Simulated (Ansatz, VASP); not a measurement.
# One calculation of W, two programs

```xyz
1
Lattice="-1.5773 1.5773 1.5773 1.5773 -1.5773 1.5773 1.5773 1.5773 -1.5773" Properties=species:S:1:pos:R:3 pbc="T T T"
W     0.0000    0.0000    0.0000
```

Alike in both runs: task single point; functional r2SCAN; k mesh 18 × 18 × 18; occupations gaussian, width 0.1 eV; no spin polarisation.

|  | VASP | Ansatz |
| --- | --- | --- |
| version | VASP 6.6.1 | Ansatz 0.2.0 |
| potentials or method | VASP PAW PBE potentials, release 64 (W_sv), cutoff 520 eV | scalar-relativistic, plane waves, PAW |
| valence electrons in the cell | 14 | 14 |

Ansatz gave:

- gap on the k mesh at the Fermi level (eV): none
- pressure (GPa): 4.5

Task: What did VASP give for the same quantities?

Result: gap on the k mesh at the Fermi level (eV): none; pressure (GPa): 5.6.

VASP's potentials were made for PBE, not for r2SCAN. A gap of «none» marks a metal or a gap that the smearing closes. With one functional, cell and mesh, what is left measures potentials, basis and numerics.

Spin-orbit coupling is off throughout.
